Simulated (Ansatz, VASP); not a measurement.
## Nb: VASP beside Ansatz

POSCAR

```
Nb
1.0
    0.0000000000      2.1620380793      2.1620380793
    2.1620380793      0.0000000000      2.1620380793
    2.1620380793      2.1620380793      0.0000000000
Nb
1
Direct
    0.0000000000      0.0000000000      0.0000000000
```

Contents of INCAR.step1:

```
SYSTEM = Nb
ALGO = Normal
EDIFF = 1E-4
ENCUT = 520
GGA = PE
ISMEAR = -1
LASPH = .TRUE.
LCHARG = .FALSE.
LREAL = .FALSE.
LWAVE = .TRUE.
NBANDS = 12
NELM = 100
PREC = Accurate
SIGMA = 0.1
```

INCAR.step2

```
SYSTEM = Nb
ALGO = Normal
EDIFF = 1E-6
ENCUT = 520
ISIF = 2
ISMEAR = -1
ISTART = 1
LASPH = .TRUE.
LCHARG = .FALSE.
LMIXTAU = .TRUE.
LREAL = .FALSE.
LWAVE = .FALSE.
METAGGA = R2SCAN
NBANDS = 12
NELM = 100
PREC = Accurate
SIGMA = 0.1
```

File KPOINTS:

```
k-points
0
G
  14 14 14
  0 0 0
```

Input for Ansatz:

```yaml
crystal:
  lattice:
    - [0.0, 2.1620380793, 2.1620380793]
    - [2.1620380793, 0.0, 2.1620380793]
    - [2.1620380793, 2.1620380793, 0.0]
  atoms:
    - { symbol: Nb, position: [0.0, 0.0, 0.0] }
hamiltonian:
  xc: r2scan
  pseudopotentials:
    kind: paw
    azcp:
      Nb: "pseudopotentials/Nb.paw.azcp"
basis:
  ecutwfc: 500
  fft_grid_basis: typed
kpoints:
  mp_grid: { grid: [14, 14, 14], shift: [0, 0, 0] }
magnetization:
  spin_polarized: false
scf:
  occupations: { method: fermi_dirac, width: 0.1 }
  lower_state_search: "off"
output:
  stress: true
  write_density: true
  write_potential: true
  elf: true
  volumetric_format: npy
```

Alike in both runs: task single point; functional r2SCAN; k mesh 14 × 14 × 14; occupations fermi-dirac, width 0.1 eV; no spin polarisation.

|  | VASP | Ansatz |
| --- | --- | --- |
| version | VASP 6.6.1 | Ansatz 0.2.0 |
| potentials or method | VASP PAW PBE potentials, release 64 (Nb_sv), cutoff 520 eV | plane waves (500 eV) with PAW, scalar-relativistic |
| valence electrons in the cell | 13 | 13 |

```csv
,VASP,Ansatz,Ansatz less VASP
pressure (GPa),-11.5,-11.3,+0.12
```

VASP's potentials were made for PBE, not for r2SCAN. With one functional, cell and mesh, what is left measures potentials, basis and numerics.
